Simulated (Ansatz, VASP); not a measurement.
**Two plane-wave programs on TaN**

Contents of INCAR:

```
ALGO = Normal ; EDIFF = 1E-7
ENCUT = 520 ; GGA = PE
ISIF = 2 ; ISMEAR = 0
LASPH = True ; LCHARG = False
LREAL = False ; LWAVE = False
NBANDS = 15 ; NELM = 100
PREC = Accurate ; SIGMA = 0.15
```

File KPOINTS:

```
k-points
0
Gamma
  24 24 24
```

The input POSCAR:

```
TaN
1.0
    0.0000000000      2.2086347786      2.2086347786
    2.2086347786      0.0000000000      2.2086347786
    2.2086347786      2.2086347786      0.0000000000
Ta N
1 1
Direct
    0.4320847424      0.4320847424      0.5679152576
    0.0000000000      0.0000000000      0.0000000000
```

Input for Ansatz:

```yaml
crystal:
  lattice:
    - [0.0, 2.2086347786, 2.2086347786]
    - [2.2086347786, 0.0, 2.2086347786]
    - [2.2086347786, 2.2086347786, 0.0]
  atoms:
    - { symbol: Ta, position: [0.4320847424, 0.4320847424, 0.5679152576] }
    - { symbol: "N", position: [0.0, 0.0, 0.0] }
basis:
  ecutwfc: 420
kpoints:
  mp_grid: { grid: [24, 24, 24] }
hamiltonian:
  xc: pbe
scf:
  occupations: { method: gaussian, width: 0.15 }
output:
  forces: true
  stress: true
  eigenvalues: true
```

Change from the starting cell: all Ta atoms moved -0.300 Å, as atom 1 along Cartesian [0 0 1].

Alike in both runs: task single point; functional PBE; k mesh 24 × 24 × 24; occupations gaussian, width 0.15 eV; no spin polarisation.

```csv
,VASP,Ansatz
version,VASP 6.6.1,Ansatz 0.2.0
potentials or method,"VASP PAW PBE potentials, release 64 (Ta_pv, N), cutoff 520 eV","scalar-relativistic, plane waves, PAW"
valence electrons in the cell,16,18
```

Ansatz gave:

- gap on the k mesh at the Fermi level (eV): none
- pressure (GPa): 15.3
- traceless stress, the component that is largest in VASP (GPa): 28.58
- rms of the force components (eV/Å): 2.068

Estimate VASP's values.

gap on the k mesh at the Fermi level (eV): none; pressure (GPa): 16.3; traceless stress, the component that is largest in VASP (GPa): 29.24; rms of the force components (eV/Å): 2.110.

Atom by atom the forces differ by 0.042 eV/Å (rms over components). A gap of «none» marks a metal or a gap that the smearing closes. VASP's potentials hold 16 valence electrons a cell and Ansatz's 18, so a difference there can come from the potentials and not from the codes.

Neither program's run includes spin-orbit coupling.
